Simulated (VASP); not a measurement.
Here is a VASP 6.6.1 calculation.

Contents of INCAR:

```
PREC     = Accurate       # precision mode
ENCUT    = 600            # plane-wave cutoff, eV
EDIFF    = 1E-6           # SCF threshold, eV
ISMEAR   = -1             # smearing method
SIGMA    = 0.1            # smearing width, eV
LREAL    = F              # projectors in reciprocal space
LASPH    = T              # aspherical terms in the spheres
NELM     = 200            # most SCF steps
ALGO     = Normal         # electronic algorithm
ISIF     = 2              # what is computed and relaxed
LWAVE    = F              # write WAVECAR
LCHARG   = T              # write CHGCAR
ISPIN    = 2              # spin polarisation
MAGMOM   = 0.65           # initial moments
LORBIT   = 11             # projections on sites
LMAXMIX  = 4              # l up to which the mixer works
GGA      = PE             # functional
LELF     = T              # ELF
LVHAR    = T            
NBANDS   = 15             # bands
GGA_COMPAT= F
```

File KPOINTS:

```
Automatic mesh
0
Gamma
  8 8 8
```

Contents of POSCAR:

```
Ni
1.0
   -1.3584740000      1.3584740000      1.3584740000
    1.3584740000     -1.3584740000      1.3584740000
    1.3584740000      1.3584740000     -1.3584740000
Ni
1
Direct
    0.0000000000      0.0000000000      0.0000000000
```

Potentials or basis: VASP PAW PBE potentials, release 64 (Ni).

Run with:

```console
$ cat potpaw_PBE.64/Ni/POTCAR > POTCAR
$ mpirun -np 1 vasp_std > vasp.out
```

**Question.** What does it give for the site moments?

**Answer.** Ni +0.51 μB.

**Question.** What does it give for the pressure?

**Answer.** 22.1 GPa.

Caveat: the k points lie up to 0.41 Å⁻¹ apart.
